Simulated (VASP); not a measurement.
A run of VASP 6.6.1 is set up as follows.

INCAR

```
  PREC = Accurate
  ENCUT = 520
  EDIFF = 1E-7
  ISMEAR = 0
  SIGMA = 0.05
  LREAL = False
  LASPH = True
  NELM = 60
  ALGO = Normal
  ISIF = 2
  LWAVE = False
  LCHARG = False
  GGA = PE
  NBANDS = 9
```

File KPOINTS:

```
regular mesh
0
Gamma
  18 18 10
```

The input POSCAR:

```
Mg
1.0
    2.9704314742      0.0000000000      0.0000000000
   -1.4852157371      2.5724691169      0.0000000000
    0.0000000000      0.0000000000      4.8051270685
Mg
2
Direct
    0.3333333333      0.6666666667      0.2500000000
    0.6666666667      0.3333333333      0.7500000000
```

Potentials or basis: VASP PAW PBE potentials, release 64 (Mg).

The run is started by

```sh
$ cat potpaw_PBE.64/Mg/POTCAR > POTCAR
$ mpirun -np 1 vasp_std > vasp.out
```

**Question.** Predict the pressure.

**Answer.** 12.4 GPa.

**Question.** Predict the band gap on the k mesh.

**Answer.** Zero (band 2 reaches 4.89 eV, above the bottom of band 3 at 2.72 eV).
